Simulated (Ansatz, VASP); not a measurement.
# Al: VASP beside Ansatz

```
CELL_PARAMETERS angstrom
2.72156 0.00000 0.00000
0.00000 2.72156 0.00000
0.00000 0.00000 2.72241
ATOMIC_POSITIONS crystal
Al 0.00000 0.00000 0.50000
```

Alike in both runs: functional PBE; k mesh 20 × 20 × 20; occupations gaussian, width 0.1 eV; no spin polarisation.

Ansatz relaxed the structure, and its values are those at the end. VASP's run is a single point on that final structure, the one shown.

```csv
,VASP,Ansatz
version,VASP 6.6.1,Ansatz 0.2.0
potentials or method,"VASP PAW PBE potentials, release 64 (Al), cutoff 520 eV","scalar-relativistic, plane waves, PAW"
valence electrons in the cell,3,3
```

```tsv
	VASP	Ansatz	Ansatz less VASP
gap on the k mesh at the Fermi level (eV)	none	none	-
pressure (GPa)	0.0	0.0	+0.02
```

A gap of «none» marks a metal or a gap that the smearing closes. The functional is the same, so the differences come from potentials, cutoffs and numerics.
